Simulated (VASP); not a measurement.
# Ti4O in VASP: further runs

Runs on Ti4O. Level: PBEsol. Tasks: single point.

Everything below comes from runs of VASP 6.6.1. Logs are shortened: lines on timing, memory, paths and dates and some standing lists are left out, and cuts for length are marked.

## (1) The cell of the first run

The cell holds a slab with vacuum, 5 atoms: a = 2.900 Å, b = 2.900 Å, c = 22.312 Å, α = 90.00°, β = 90.00°, γ = 120.00°.

## (2) Single point, PBEsol

Contents of INCAR:

```
SYSTEM = Ti4O
PREC = Accurate ; ENCUT = 520
EDIFF = 1E-6 ; ISMEAR = 0
SIGMA = 0.1 ; LREAL = .FALSE.
LASPH = .TRUE. ; NELM = 80
ALGO = Normal ; ISIF = 2
LWAVE = .FALSE. ; LCHARG = .TRUE.
LDIPOL = .TRUE. ; IDIPOL = 3
DIPOL = 0.5 0.5 0.378 ; GGA = PS
LELF = .TRUE. ; LVHAR = .TRUE.
LVACPOTAV = .TRUE. ; NBANDS = 35
```

Contents of KPOINTS:

```
Automatic mesh
0
G
  9 9 1
  0 0 0
```

Contents of POSCAR:

```
Ti4O
1.0
    2.8999670177      0.0000000000      0.0000000000
   -1.4499835088      2.5114451074      0.0000000000
    0.0000000000      0.0000000000     22.3116752696
Ti O
4 1
Direct
    0.6666666667      0.3333333333      0.1792783353
    0.3333333333      0.6666666667      0.2821522919
    0.6666666667      0.3333333333      0.3887032030
    0.3333333333      0.6666666667      0.4845747860
    0.3333333333      0.6666666667      0.5561106238
```

Potentials or basis: VASP PAW PBE potentials, release 64 (Ti_sv, O).

Launch:

```bash
cat potpaw_PBE.64/Ti_sv/POTCAR potpaw_PBE.64/O/POTCAR > POTCAR
mpirun -np 1 vasp_std > vasp.out
```

OUTCAR:

```text
SYSTEM = Ti4O
   PREC = Accurate
   ENCUT = 520
   EDIFF = 1E-6
   ISMEAR = 0
   LREAL = .FALSE.
   LASPH = .TRUE.
   NELM = 80
   ISIF = 2
   GGA = PS

 ion  position               nearest neighbor table
   1  0.667  0.333  0.179-   2 2.84   2 2.84   2 2.84
   2  0.333  0.667  0.282-   1 2.84   1 2.84   1 2.84   3 2.91   3 2.91   3 2.91
   3  0.667  0.333  0.389-   4 2.72   4 2.72   4 2.72   2 2.91   2 2.91   2 2.91
   4  0.333  0.667  0.485-   5 1.60   3 2.72   3 2.72   3 2.72
   5  0.333  0.667  0.556-   4 1.60

  LATTYP: Found a hexagonal cell.
 ALAT       =     2.8999670177
 C/A-ratio  =     7.6937686303

  Lattice vectors:

 A1 = (   2.8999670177,   0.0000000000,   0.0000000000)
 A2 = (  -1.4499835088,   2.5114451074,   0.0000000000)
 A3 = (   0.0000000000,   0.0000000000,  22.3116752696)

Analysis of symmetry for initial positions (statically):
=====================================================================
 Subroutine PRICEL returns:
 Original cell was already a primitive cell.

 Routine SETGRP: Setting up the symmetry group for a
 hexagonal supercell.

 Subroutine GETGRP returns: Found  6 space group operations
 (whereof  6 operations were pure point group operations)
 out of a pool of 24 trial point group operations.

The static configuration has the point symmetry C_3v.

Analysis of symmetry for dynamics (positions and initial velocities):
=====================================================================
 Subroutine PRICEL returns:
 Original cell was already a primitive cell.

 Routine SETGRP: Setting up the symmetry group for a
 hexagonal supercell.

 Subroutine GETGRP returns: Found  6 space group operations
 (whereof  6 operations were pure point group operations)
 out of a pool of 24 trial point group operations.

The dynamic configuration has the point symmetry C_3v.

 Subroutine INISYM returns: Found  6 space group operations
 (whereof  6 operations are pure point group operations),
 and found     1 'primitive' translations

----------------------------------------------------------------------------------------

                                     Primitive cell

  volume of cell :     162.4983

  direct lattice vectors                    reciprocal lattice vectors
     2.899967018  0.000000000  0.000000000     0.344831508  0.199088564  0.000000000
    -1.449983509  2.511445107  0.000000000     0.000000000  0.398177128  0.000000000
     0.000000000  0.000000000 22.311675270     0.000000000  0.000000000  0.044819584

  length of vectors
     2.899967018  2.899967018 22.311675270     0.398177128  0.398177128  0.044819584

  position of ions in fractional coordinates (direct lattice)
     0.666666667  0.333333333  0.179278335
     0.333333333  0.666666667  0.282152292
     0.666666667  0.333333333  0.388703203
     0.333333333  0.666666667  0.484574786
     0.333333333  0.666666667  0.556110624

  ion indices of the primitive-cell ions
   primitive index   ion index
                 1           1
                 2           2
                 3           3
                 4           4
                 5           5

----------------------------------------------------------------------------------------

 KPOINTS: Automatic mesh

Automatic generation of k-mesh.
 Grid dimensions read from file:
 generate k-points for:    9    9    1

 Generating k-lattice:

  Cartesian coordinates                     Fractional coordinates (reciprocal lattice)
     0.038314612  0.022120952  0.000000000     0.111111111  0.000000000  0.000000000
     0.000000000  0.044241903  0.000000000     0.000000000  0.111111111  0.000000000
     0.000000000  0.000000000  0.044819584     0.000000000  0.000000000  1.000000000

  Length of vectors
     0.044241903  0.044241903  0.044819584

  Shift w.r.t. Gamma in fractional coordinates (k-lattice)
     0.000000000  0.000000000  0.000000000

 Subroutine IBZKPT returns following result:
 ===========================================

 Found     12 irreducible k-points:

 Following reciprocal coordinates:
            Coordinates               Weight
  0.000000  0.000000  0.000000      1.000000
  0.111111  0.000000  0.000000      6.000000
  0.222222  0.000000  0.000000      6.000000
  0.333333 -0.000000  0.000000      6.000000
  0.444444  0.000000  0.000000      6.000000
  0.111111  0.111111  0.000000      6.000000
  0.222222  0.111111  0.000000     12.000000
  0.333333  0.111111  0.000000     12.000000
  0.444444  0.111111  0.000000      6.000000
  0.222222  0.222222  0.000000      6.000000
  0.333333  0.222222  0.000000     12.000000
  0.333333  0.333333  0.000000      2.000000
   k-points           NKPTS =     12   k-points in BZ     NKDIM =     12   number of bands    NBANDS=     35
   number of dos      NEDOS =    301   number of ions     NIONS =      5
   total plane-waves  NPLWV =  96768
   dimension x,y,z NGX =    24 NGY =   24 NGZ =  168
   dimension x,y,z NGXF=    48 NGYF=   48 NGZF=  336
   ions per type =               4   1
   NGX,Y,Z   is equivalent  to a cutoff of  13.76, 13.76, 12.52 a.u.
   NGXF,Y,Z  is equivalent  to a cutoff of  27.52, 27.52, 25.04 a.u.
 SYSTEM =  Ti4O
   PREC   = accura    normal or accurate (medium, high low for compatibility)
   ISTART =      0    job   : 0-new  1-cont  2-samecut
   ICHARG =      2    charge: 1-file 2-atom 10-const
   ISPIN  =      1    spin polarized calculation?
   LNONCOLLINEAR =      F non collinear calculations
   LSORBIT =      F    spin-orbit coupling
   LASPH  =      T    aspherical Exc in radial PAW
   ENCUT  =  520.0 eV  38.22 Ry    6.18 a.u.   5.39  5.39 41.48*2*pi/ulx,y,z
   NELM   =     80;   NELMIN=  2; NELMDL= -5     # of ELM steps
   EDIFF  = 0.1E-05   stopping-criterion for ELM
   LREAL  =      F    real-space projection
   EDIFFG = 0.1E-04   stopping-criterion for IOM
   NSW    =      0    number of steps for IOM
   IBRION =     -1    ionic relax: 0-MD 1-quasi-New 2-CG
   NFREE  =      0    steps in history (QN), initial steepest desc. (CG)
   ISIF   =      2    stress and relaxation
   ISYM   =      2    0-nonsym 1-usesym 2-fastsym
   POTIM  = 0.5000    time-step for ionic-motion
   TEBEG  =    0.0;   TEEND  =   0.0 temperature during run
   PSTRESS=    0.0 pullay stress
   NELECT =      54.0000    total number of electrons
   NUPDOWN=      -1.0000    fix difference up-down
   EMIN   =  10.00;   EMAX   =-10.00  energy-range for DOS
   EFERMI =   0.00;   METHOD = LEGACY
   ISMEAR =     0;   SIGMA  =   0.10  broadening in eV -4-tet -1-fermi 0-gaus
   EFERMI_NEDOS =   21; number of points for ismear=-14 and -15
   IALGO  =     38    algorithm
   IMIX   =      4    mixing-type and parameters
     AMIX     =   0.40;   BMIX     =  1.00
     AMIX_MAG =   1.60;   BMIX_MAG =  1.00
  volume/ion in A,a.u.               =      32.50       219.32
  Fermi-wavevector in a.u.,A,eV,Ry     =   1.133939  2.142834 17.494618  1.285818
  Thomas-Fermi vector in A             =   2.270643
   LORBIT       =      0    0 simple, 1 ext, 2 COOP (PROOUT), +10 PAW based schemes
   GGA     = PS    functional components
   LHFCALC =     F    Hartree Fock is set to
   AEXX    =    0.0000 exact exchange contribution
   IVDW    =     0    specifies the selected vdW correction
   LEPSILON=     F    determine dielectric tensor
   LRPA    =     F    only Hartree local field effects (RPA)
 non-spin polarized calculation
 Gauss-broadening in eV      SIGMA  =   0.10
  energy-cutoff  :      520.00
  volume of cell :      162.50
 maximum number of plane-waves:      4439
 NGX is ok and might be reduce to    24
   NGX = 11   NGY = 11   NGZ = 83

 dipolmoment           0.000000      0.000000     -0.005080 electrons x Angstroem

 number of electron      53.9999987 magnetization

 dipolmoment           0.000000      0.000000      0.170487 electrons x Angstroem

 Free energy of the ion-electron system (eV)
  ---------------------------------------------------
  ext. energy  EPLUGINS =         0.00000000
  ---------------------------------------------------
  free energy    TOTEN  =       -38.98486993 eV

  energy without entropy =      -38.96016621  energy(sigma->0) =      -38.97251807

 E-fermi :  -0.1932     XC(G=0):  -6.1561

 val. band max:       -0.2358434715   @ k =   0.2222   0.0000   0.0000
 cond. band min:      -0.1629329535   @ k =   0.1111   0.1111   0.0000
 fundamental gap:      0.0729105180
 Fermi energy:        -0.1931960802

 k-point     1 :       0.0000    0.0000    0.0000
  band No.  band energies     occupation
      1     -56.8514      2.00000
      2     -56.6380      2.00000
      3     -56.4098      2.00000
      4     -55.6744      2.00000
      5     -33.3770      2.00000
      6     -33.0577      2.00000
[... 27 lines left out ...]
     34       1.4097      0.00000
     35       1.4097      0.00000

 k-point     2 :       0.1111    0.0000    0.0000
  band No.  band energies     occupation
      1     -56.8408      2.00000
      2     -56.6284      2.00000
      3     -56.3996      2.00000
      4     -55.6648      2.00000
      5     -33.3592      2.00000
      6     -33.0519      2.00000
[... 27 lines left out ...]
     34       1.2909      0.00000
     35       1.5342      0.00000

 k-point     3 :       0.2222    0.0000    0.0000
  band No.  band energies     occupation
      1     -56.8138      2.00000
      2     -56.6043      2.00000
      3     -56.3737      2.00000
      4     -55.6405      2.00000
      5     -33.3178      2.00000
      6     -33.1270      2.00000
[... 27 lines left out ...]
     34       1.6250      0.00000
     35       1.6801      0.00000
[... 267 lines left out ...]
 k-point    11 :       0.3333    0.2222    0.0000
  band No.  band energies     occupation
      1     -56.7537      2.00000
      2     -56.5507      2.00000
      3     -56.3160      2.00000
      4     -55.5864      2.00000
      5     -33.3492      2.00000
      6     -33.2681      2.00000
[... 27 lines left out ...]
     34       2.2929      0.00000
     35       2.4843      0.00000

 k-point    12 :       0.3333    0.3333    0.0000
  band No.  band energies     occupation
      1     -56.7483      2.00000
      2     -56.5459      2.00000
      3     -56.3108      2.00000
      4     -55.5816      2.00000
      5     -33.2814      2.00000
      6     -33.2593      2.00000
[... 27 lines left out ...]
     34       2.3320      0.00000
     35       2.4251      0.00000

------------------------ aborting loop because EDIFF is reached ----------------------------------------

  FORCE on cell =-STRESS in cart. coord.  units (eV):
  Direction    XX          YY          ZZ          XY          YZ          ZX
  --------------------------------------------------------------------------------------
  -------------------------------------------------------------------------------------
  Total        1.9965600      1.9965600      1.3211810      0.0000000     -0.0000000     -0.0000000
  in kB       19.6853896     19.6853896     13.0263872      0.0000000     -0.0000000     -0.0000000
  external PRESSURE =      17.4657221 kB  Pullay stress =       0.0000000 kB

 VOLUME and BASIS-vectors are now :
 -----------------------------------------------------------------------------
  energy-cutoff  :      520.00
  volume of cell :      162.50
      direct lattice vectors                 reciprocal lattice vectors
     2.899967018  0.000000000  0.000000000     0.344831508  0.199088564  0.000000000
    -1.449983509  2.511445107  0.000000000     0.000000000  0.398177128  0.000000000
     0.000000000  0.000000000 22.311675270     0.000000000  0.000000000  0.044819584

 POSITION                                       TOTAL-FORCE (eV/Angst)
 -----------------------------------------------------------------------------------
      1.44998      0.83715      4.00000        -0.000000      0.000000      0.619671
     -0.00000      1.67430      6.29529        -0.000000     -0.000000     -0.385744
      1.44998      0.83715      8.67262         0.000000      0.000000     -1.421654
     -0.00000      1.67430     10.81168        -0.000000     -0.000000      0.690615
     -0.00000      1.67430     12.40776         0.000000      0.000000      0.497112
 -----------------------------------------------------------------------------------
    total drift:                                0.000000     -0.000000     -0.000316

  FREE ENERGIE OF THE ION-ELECTRON SYSTEM (eV)
  ---------------------------------------------------
  free  energy   TOTEN  =       -38.9848699341 eV

  energy  without entropy=      -38.9601662057  energy(sigma->0) =      -38.97251807

 vacuum level on the upper side and lower side of the slab         8.674         4.439
```

Run time: 5.5 min. Hardware: 1 thread of AMD EPYC 7R43 (Zen 3), shared host; peak memory 0.27 GiB.

Results:

```
Free energy            : -38.9849 eV
Largest force          : 1.422 eV/Å
Band gap on the k mesh : zero (band 27 reaches 0.41 eV, above the bottom of band 28 at -0.43 eV)
```

Forces in eV/Å, atoms in the order of the input:
```
Ti   0.000  0.000  0.620
Ti   0.000  0.000 -0.386
Ti   0.000  0.000 -1.422
Ti   0.000  0.000  0.691
O    0.000  0.000  0.497
```

Caveat: the PAW data sets were made with another functional, which shifts forces and pressure a little.

## (3) Single point, PBEsol

Contents of INCAR:

```
SYSTEM = Ti4O
ALGO = Normal
DIPOL = 0.5 0.5 0.372
EDIFF = 1E-6
ENCUT = 520
GGA = PS
IDIPOL = 3
ISIF = 2
ISMEAR = 0
LASPH = .True.
LCHARG = .False.
LDIPOL = .True.
LREAL = .False.
LWAVE = .False.
NBANDS = 35
NELM = 100
PREC = Accurate
SIGMA = 0.1
```

Contents of KPOINTS:

```
k-points
0
Gamma
  9 9 1
  0 0 0
```

POSCAR, as its differences from that of step 2:

```diff
@@ -12,2 +12,2 @@
     0.3333333333      0.6666666667      0.4845747860
-    0.3333333333      0.6666666667      0.5561106238
+    0.6666666667      1.3333333333      0.5252895169
```

Potentials or basis: VASP PAW PBE potentials, release 64 (Ti_sv, O).

Launch:

```bash
cat potpaw_PBE.64/Ti_sv/POTCAR potpaw_PBE.64/O/POTCAR > POTCAR
mpirun -np 1 vasp_std > vasp.out
```

It took 4.7 min on 1 thread of AMD EPYC 7R43 (Zen 3), shared host; peak memory 0.27 GiB.

It converged, with:

- Free energy: -41.5302 eV
- Largest force: 2.181 eV/Å
- Band gap on the k mesh: zero (band 27 reaches 1.69 eV, above the bottom of band 28 at 0.86 eV)

Forces in eV/Å, atoms in the order of the input:
```
Ti   0.000  0.000  0.602
Ti   0.000  0.000 -0.364
Ti   0.000  0.000 -2.181
Ti   0.000  0.000  1.903
O    0.000  0.000  0.040
```

Levels at points of the mesh, in eV from the Fermi level:
| k point | band 25 | band 26 | band 27 | band 28 | band 29 | band 30 |
| --- | --- | --- | --- | --- | --- | --- |
| (0.00, 0.00, 0.00) | -0.12 | 0.36 | 0.60 | 0.64 | 0.64 | 0.77 |

Caveat: the PAW data sets were made with another functional, which shifts forces and pressure a little.

## (4) Single point, PBEsol

Contents of INCAR:

```
SYSTEM = Ti4O
PREC = Accurate
ENCUT = 520
EDIFF = 1E-6
ISMEAR = 0
SIGMA = 0.1
LREAL = .FALSE.
LASPH = .TRUE.
NELM = 80
ALGO = Normal
ISIF = 2
LWAVE = .FALSE.
LCHARG = .FALSE.
LDIPOL = .TRUE.
IDIPOL = 3
DIPOL = 0.5 0.5 0.372
GGA = PS
NBANDS = 35
```

Contents of KPOINTS:

```
Automatic mesh
0
G
  9 9 1
  0 0 0
```

POSCAR, as its differences from that of step 3:

```diff
@@ -12,2 +12,2 @@
     0.3333333333      0.6666666667      0.4845747860
-    0.6666666667      1.3333333333      0.5252895169
+    1.0000000000      1.0000000000      0.5254411804
```

Potentials or basis: VASP PAW PBE potentials, release 64 (Ti_sv, O).

Launch:

```bash
cat potpaw_PBE.64/Ti_sv/POTCAR potpaw_PBE.64/O/POTCAR > POTCAR
mpirun -np 1 vasp_std > vasp.out
```

OUTCAR:

```text
SYSTEM = Ti4O
   PREC = Accurate
   ENCUT = 520
   EDIFF = 1E-6
   ISMEAR = 0
   LREAL = .FALSE.
   LASPH = .TRUE.
   NELM = 80
   ISIF = 2
   GGA = PS

 ion  position               nearest neighbor table
   1  0.667  0.333  0.179-   2 2.84   2 2.84   2 2.84
   2  0.333  0.667  0.282-   1 2.84   1 2.84   1 2.84   3 2.91   3 2.91   3 2.91
   3  0.667  0.333  0.389-   4 2.72   4 2.72   4 2.72   2 2.91   2 2.91   2 2.91
   4  0.333  0.667  0.485-   5 1.91   5 1.91   5 1.91   3 2.72   3 2.72   3 2.72
   5  0.000  0.000  0.525-   4 1.91   4 1.91   4 1.91

[... 652 lines left out ...]
  -------------------------------------------------------------------------------------
  Total        1.3690452      1.3690452      2.1486436      0.0000000      0.0000000     -0.0000000
  in kB       13.4983110     13.4983110     21.1848816      0.0000000      0.0000000     -0.0000000
  external PRESSURE =      16.0605012 kB  Pullay stress =       0.0000000 kB

 VOLUME and BASIS-vectors are now :
 -----------------------------------------------------------------------------
  energy-cutoff  :      520.00
  volume of cell :      162.50
      direct lattice vectors                 reciprocal lattice vectors
     2.899967018  0.000000000  0.000000000     0.344831508  0.199088564  0.000000000
    -1.449983509  2.511445107  0.000000000     0.000000000  0.398177128  0.000000000
     0.000000000  0.000000000 22.311675270     0.000000000  0.000000000  0.044819584

 POSITION                                       TOTAL-FORCE (eV/Angst)
 -----------------------------------------------------------------------------------
      1.44998      0.83715      4.00000        -0.000000      0.000000      0.614051
     -0.00000      1.67430      6.29529         0.000000      0.000000     -0.484530
      1.44998      0.83715      8.67262        -0.000000     -0.000000     -1.925864
     -0.00000      1.67430     10.81168        -0.000000      0.000000      1.715381
      0.00000      0.00000     11.72347        -0.000000      0.000000      0.080962
 -----------------------------------------------------------------------------------
    total drift:                               -0.000000      0.000000     -0.000178

  FREE ENERGIE OF THE ION-ELECTRON SYSTEM (eV)
  ---------------------------------------------------
  free  energy   TOTEN  =       -41.7054276111 eV

  energy  without entropy=      -41.6608408616  energy(sigma->0) =      -41.68313424

 vacuum level on the upper side and lower side of the slab         6.513         5.252
```

stdout:

```text
POSCAR found type information on POSCAR TiO
 POSCAR found :  2 types and       5 ions
 scaLAPACK will be used
 -----------------------------------------------------------------------------
|                                                                             |
|                                                                             |
|     You enforced a specific xc type in the INCAR file but a different       |
|     I HOPE YOU KNOW WHAT YOU ARE DOING!                                     |
|                                                                             |
 -----------------------------------------------------------------------------

 LDA part: xc-table for (Slater+PW92), standard interpolation
 POSCAR, INCAR and KPOINTS ok, starting setup
 FFT: planning ... GRIDC
 FFT: planning ... GRID_SOFT
 FFT: planning ... GRID
 WAVECAR not read
 entering main loop
```

Run time: 4.7 min. Hardware: 1 thread of AMD EPYC 7R43 (Zen 3), shared host; peak memory 0.27 GiB.

What came out:

- Free energy: -41.7054 eV
- Largest force: 1.926 eV/Å
- Band gap on the k mesh: zero (band 27 reaches 1.54 eV, above the bottom of band 28 at 0.53 eV)

Forces in eV/Å, atoms in the order of the input:
```
Ti   0.000  0.000  0.614
Ti   0.000  0.000 -0.485
Ti   0.000  0.000 -1.926
Ti   0.000  0.000  1.715
O    0.000  0.000  0.081
```

Levels at points of the mesh, in eV from the Fermi level:
| k point | band 24 | band 25 | band 26 | band 27 | band 28 | band 29 | band 30 | band 31 |
| --- | --- | --- | --- | --- | --- | --- | --- | --- |
| (0.00, 0.00, 0.00) | -0.35 | -0.14 | 0.36 | 0.60 | 0.74 | 0.74 | 0.76 | 0.76 |

Caveat: the PAW data sets were made with another functional, which shifts forces and pressure a little.
